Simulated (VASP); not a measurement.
# BaTe in VASP: single point with PBE

Aim: the single point of BaTe with PBE.

Program: VASP 6.6.1. These are calculated values, not measurements. Logs are shortened: lines on timing, memory, paths and dates and some standing lists are left out, and cuts for length are marked.

## Step 1: The cell of the first run

The typed cell holds 4 atoms: a = 5.970 Å, b = 5.970 Å, c = 7.004 Å, α = 90.00°, β = 90.00°, γ = 120.00°.

## Step 2: Single point, PBE

The input, INCAR:

```
SYSTEM = BaTe
PREC = Accurate
ENCUT = 520
EDIFF = 1E-6
ISMEAR = 0
SIGMA = 0.02
LREAL = .FALSE.
LASPH = .TRUE.
NELM = 100
ALGO = Normal
ISIF = 2
LWAVE = .FALSE.
LCHARG = .FALSE.
GGA = PE
NBANDS = 24
```

The input, KPOINTS:

```
Automatic mesh
0
G
  6 6 4
  0 0 0
```

The input, POSCAR:

```
BaTe
1.0
    5.9695993203      0.0000000000      0.0000000000
   -2.9847996601      5.1698246618      0.0000000000
    0.0000000000      0.0000000000      7.0035378693
Ba Te
2 2
Direct
    0.3333333333      0.6666666667      0.9350144013
    0.6666666667      0.3333333333      0.4350144013
    0.3333333333      0.6666666667      0.4349855987
    0.6666666667      0.3333333333      0.9349855987
```

Potentials or basis: VASP PAW PBE potentials, release 64 (Ba_sv, Te).

Launch:

```sh
$ cat potpaw_PBE.64/Ba_sv/POTCAR potpaw_PBE.64/Te/POTCAR > POTCAR
$ mpirun -np 1 vasp_std > vasp.out
```

OUTCAR:

```text
SYSTEM = BaTe
   PREC = Accurate
   ENCUT = 520
   EDIFF = 1E-6
   ISMEAR = 0
   LREAL = .FALSE.
   LASPH = .TRUE.
   NELM = 100
   ISIF = 2
   GGA = PE

 ion  position               nearest neighbor table
   1  0.333  0.667  0.935-   4 3.45   4 3.45   4 3.45   3 3.50   3 3.50
   2  0.667  0.333  0.435-   3 3.45   3 3.45   3 3.45   4 3.50   4 3.50
   3  0.333  0.667  0.435-   2 3.45   2 3.45   2 3.45   1 3.50   1 3.50
   4  0.667  0.333  0.935-   1 3.45   1 3.45   1 3.45   2 3.50   2 3.50

  LATTYP: Found a hexagonal cell.
 ALAT       =     5.9695993203
 C/A-ratio  =     1.1732006611

  Lattice vectors:

 A1 = (   5.9695993203,   0.0000000000,   0.0000000000)
 A2 = (  -2.9847996601,   5.1698246618,   0.0000000000)
 A3 = (   0.0000000000,   0.0000000000,   7.0035378693)

Analysis of symmetry for initial positions (statically):
=====================================================================
 Subroutine PRICEL returns:
 Original cell was already a primitive cell.

 Routine SETGRP: Setting up the symmetry group for a
 hexagonal supercell.

 Subroutine GETGRP returns: Found 12 space group operations
 (whereof  6 operations were pure point group operations)
 out of a pool of 24 trial point group operations.

The static configuration has the point symmetry C_3v.
 The point group associated with its full space group is C_6v.

Analysis of symmetry for dynamics (positions and initial velocities):
=====================================================================
 Subroutine PRICEL returns:
 Original cell was already a primitive cell.

 Routine SETGRP: Setting up the symmetry group for a
 hexagonal supercell.

 Subroutine GETGRP returns: Found 12 space group operations
 (whereof  6 operations were pure point group operations)
 out of a pool of 24 trial point group operations.

The dynamic configuration has the point symmetry C_3v.
 The point group associated with its full space group is C_6v.

 Subroutine INISYM returns: Found 12 space group operations
 (whereof  6 operations are pure point group operations),
 and found     1 'primitive' translations

----------------------------------------------------------------------------------------

                                     Primitive cell

  volume of cell :     216.1417

  direct lattice vectors                    reciprocal lattice vectors
     5.969599320  0.000000000  0.000000000     0.167515430  0.096715079  0.000000000
    -2.984799660  5.169824662  0.000000000     0.000000000  0.193430158  0.000000000
[... 79 lines left out ...]
   ISPIN  =      1    spin polarized calculation?
   LNONCOLLINEAR =      F non collinear calculations
   LSORBIT =      F    spin-orbit coupling
   LASPH  =      T    aspherical Exc in radial PAW
   ENCUT  =  520.0 eV  38.22 Ry    6.18 a.u.  11.10 11.10 13.02*2*pi/ulx,y,z
   NELM   =    100;   NELMIN=  2; NELMDL= -5     # of ELM steps
   EDIFF  = 0.1E-05   stopping-criterion for ELM
   LREAL  =      F    real-space projection
[... 7 lines left out ...]
   TEBEG  =    0.0;   TEEND  =   0.0 temperature during run
   PSTRESS=    0.0 pullay stress
   NELECT =      32.0000    total number of electrons
   NUPDOWN=      -1.0000    fix difference up-down
   EMIN   =  10.00;   EMAX   =-10.00  energy-range for DOS
   EFERMI =   0.00;   METHOD = LEGACY
   ISMEAR =     0;   SIGMA  =   0.02  broadening in eV -4-tet -1-fermi 0-gaus
   EFERMI_NEDOS =   21; number of points for ismear=-14 and -15
   IALGO  =     38    algorithm
   IMIX   =      4    mixing-type and parameters
     AMIX     =   0.40;   BMIX     =  1.00
     AMIX_MAG =   1.60;   BMIX_MAG =  1.00
  volume/ion in A,a.u.               =      54.04       364.65
  Fermi-wavevector in a.u.,A,eV,Ry     =   0.866055  1.636606 10.205060  0.750051
  Thomas-Fermi vector in A             =   1.984388
   LORBIT       =      0    0 simple, 1 ext, 2 COOP (PROOUT), +10 PAW based schemes
   GGA     = PE    functional components
   LHFCALC =     F    Hartree Fock is set to
   AEXX    =    0.0000 exact exchange contribution
   IVDW    =     0    specifies the selected vdW correction
   LEPSILON=     F    determine dielectric tensor
   LRPA    =     F    only Hartree local field effects (RPA)
 non-spin polarized calculation
 Gauss-broadening in eV      SIGMA  =   0.02
  energy-cutoff  :      520.00
  volume of cell :      216.14
 maximum number of plane-waves:      5870
 NGX is ok and might be reduce to    48
   NGX = 23   NGY = 23   NGZ = 27

 number of electron      32.0000001 magnetization

 Free energy of the ion-electron system (eV)
  ---------------------------------------------------
  ext. energy  EPLUGINS =         0.00000000
  ---------------------------------------------------
  free energy    TOTEN  =       -16.77703465 eV

  energy without entropy =      -16.77703465  energy(sigma->0) =      -16.77703465

 E-fermi :   1.1323     XC(G=0):  -7.0835

 val. band max:        1.0216681194   @ k =   0.0000   0.0000   0.0000
 cond. band min:       2.9081248844   @ k =   0.3333   0.3333   0.0000
 fundamental gap:      1.8864567650
 Fermi energy:         1.1322811267

 k-point     1 :       0.0000    0.0000    0.0000
  band No.  band energies     occupation
      1     -26.2421      2.00000
      2     -26.2278      2.00000
      3     -11.5368      2.00000
      4     -11.4953      2.00000
      5     -11.4953      2.00000
      6     -11.4299      2.00000
[... 556 lines left out ...]
     23       5.9049      0.00000
     24       5.9049      0.00000

------------------------ aborting loop because EDIFF is reached ----------------------------------------

  FORCE on cell =-STRESS in cart. coord.  units (eV):
  Direction    XX          YY          ZZ          XY          YZ          ZX
  --------------------------------------------------------------------------------------
  -------------------------------------------------------------------------------------
  Total        0.3292586      0.3292586      0.3776155      0.0000000     -0.0000000      0.0000000
  in kB        2.4406711      2.4406711      2.7991224      0.0000000     -0.0000000      0.0000000
  external PRESSURE =       2.5601548 kB  Pullay stress =       0.0000000 kB

 VOLUME and BASIS-vectors are now :
 -----------------------------------------------------------------------------
  energy-cutoff  :      520.00
  volume of cell :      216.14
      direct lattice vectors                 reciprocal lattice vectors
     5.969599320  0.000000000  0.000000000     0.167515430  0.096715079  0.000000000
    -2.984799660  5.169824662  0.000000000     0.000000000  0.193430158  0.000000000
     0.000000000  0.000000000  7.003537869     0.000000000  0.000000000  0.142784978

 POSITION                                       TOTAL-FORCE (eV/Angst)
 -----------------------------------------------------------------------------------
     -0.00000      3.44655      6.54841        -0.000000      0.000000     -0.000432
      2.98480      1.72327      3.04664         0.000000     -0.000000     -0.000432
     -0.00000      3.44655      3.04644         0.000000     -0.000000      0.000432
      2.98480      1.72327      6.54821         0.000000     -0.000000      0.000432
 -----------------------------------------------------------------------------------
    total drift:                               -0.000000      0.000000      0.000051

  FREE ENERGIE OF THE ION-ELECTRON SYSTEM (eV)
  ---------------------------------------------------
  free  energy   TOTEN  =       -16.7770346457 eV

  energy  without entropy=      -16.7770346457  energy(sigma->0) =      -16.77703465
```

Run time: 4.4 min. Hardware: 1 thread of AMD EPYC 7R13, shared host; peak memory 0.36 GiB.

Results:

```yaml
Free_energy: -16.7770 eV
Pressure: 0.3 GPa
Band_gap_on_the_k_mesh: 1.89 eV (least direct gap 2.17 eV)
```

Caveat: spin-orbit coupling is left out, which moves the levels of the heavy elements.
